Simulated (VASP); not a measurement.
A run of VASP 6.6.1 is set up as follows.

File INCAR:

```
ALGO = Normal ; EDIFF = 1E-7
ENCUT = 520 ; GGA = PE
ISIF = 2 ; ISMEAR = 0
LASPH = True ; LCHARG = False
LREAL = False ; LWAVE = False
NBANDS = 16 ; NELM = 80
PREC = Accurate ; SIGMA = 0.15
```

The input KPOINTS:

```
k-points
0
Gamma
  16 16 16
```

Contents of POSCAR:

```
Si2Ni
1.0
    0.0000000000      2.6893702391      2.7234129004
    2.7574555617      0.0000000000      2.7234129004
    2.7574555617      2.6893702391      0.0000000000
Si Ni
2 1
Direct
    0.2500000000      0.2500000000      0.2500000000
    0.7500000000      0.7500000000      0.7500000000
    0.0000000000      0.0000000000      0.0000000000
```

Potentials or basis: VASP PAW PBE potentials, release 64 (Si, Ni).

Run with:

```bash
$ cat potpaw_PBE.64/Si/POTCAR potpaw_PBE.64/Ni/POTCAR > POTCAR
$ mpirun -np 1 vasp_std > vasp.out
```

(1) Predict the band gap on the k mesh.

(2) Predict the pressure.

Answers

(1) zero (bands 9 and 10 overlap by 2.21 eV).

(2) -0.1 GPa.

Caveat: the cell differs from its parent crystal (strain +0.0125 x Voigt [1, -1, 0, 0, 0, 0]).
